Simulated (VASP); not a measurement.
Al, 1 atom in the cell. The structure is cubic, space group Fm-3m (No. 225). Conventional cell: a = 3.983 Å, b = 3.983 Å, c = 3.983 Å, α = 90.00°, β = 90.00°, γ = 90.00°. Al (site symmetry m-3m) has 12 Al at 2.82 Å within 3.7 Å. 

```yaml
Program: VASP 6.6.1
Task: single point
Functional: LDA
Potentials_or_basis: VASP PAW LDA potentials, release 64 (Al)
Cutoff: 520 eV
k_mesh: 34 × 34 × 34
Occupations: gaussian, width 0.1 eV
Spin: no spin polarisation
Dipole_correction: no
Further_INCAR_settings: ALGO = Normal; EDIFF = 1e-06; NBANDS = 8
```

Potentials or basis: VASP PAW LDA potentials, release 64 (Al).

Command:

```console
$ cat potpaw_LDA.64/Al/POTCAR > POTCAR
$ mpirun -np 1 vasp_std > vasp.out
```

Hardware: 1 thread of AMD EPYC 7R43 64-Core Processor (Zen 3), on a shared host.

Task: Estimate the wall time of this run.

Result: It took 2.8 min on 1 thread of AMD EPYC 7R43 64-Core Processor (Zen 3) (shared host), peak memory 0.17 GiB. Counts: scf iterations 9, k points 1059.
